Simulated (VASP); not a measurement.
# Si: single point with LDA

Crystal: Si.

```
CELL_PARAMETERS angstrom
3.82166 0.00000 0.00000
-1.91083 3.30965 0.00000
0.00000 0.00000 6.10045
ATOMIC_POSITIONS crystal
Si 0.33333 0.66667 0.06046
Si 0.66667 0.33333 0.56046
Si 0.33333 0.66667 0.43954
Si 0.66667 0.33333 0.93954
```

This cell differs from its parent crystal: uniaxial strain along c: -3.0 %, then relaxed in part.

```
Program                : VASP 6.6.1
Task                   : single point
Functional             : LDA
Potentials or basis    : VASP PAW LDA potentials, release 64 (Si)
Cutoff                 : 520 eV
k mesh                 : 12 × 12 × 6
Occupations            : gaussian, width 0.02 eV
Spin                   : no spin polarisation
Dipole correction      : no
Further INCAR settings : ALGO = Normal; EDIFF = 1e-07; NBANDS = 16
```

The pressure is 2.2 GPa and the band gap on the k mesh is 0.10 eV (least direct gap 0.68 eV).

Stress tensor (GPa, compression positive):
```
0.04 0.00 0.00
0.00 0.04 0.00
0.00 0.00 6.49
```

Levels at points of the mesh, in eV from the valence-band top:
| k point | band 6 | band 7 | band 8 | band 9 | band 10 | band 11 |
| --- | --- | --- | --- | --- | --- | --- |
| (0.00, 0.00, 0.00) | -0.08 | 0.00 | 0.00 | 0.68 | 1.84 | 1.84 |
| (0.50, 0.00, 0.00) | -3.27 | -3.07 | -1.42 | 0.10 | 2.40 | 3.06 |
| (0.00, 0.00, 0.50) | -1.07 | -1.07 | -1.07 | 1.58 | 1.58 | 2.88 |
| (0.50, 0.00, 0.50) | -2.56 | -2.29 | -2.29 | 0.88 | 0.88 | 1.70 |

Wall time 110 s on 1 thread of Intel Xeon 8259CL, on a shared host, peak memory 0.19 GiB.

Caveat: the cell differs from its parent crystal (uniaxial strain along c: -3.0 %, then relaxed in part); the stress differs along the axes, from 0 to 6 GPa; semilocal functionals underestimate gaps, and a narrow one can read as zero. A k mesh can miss the band edges.
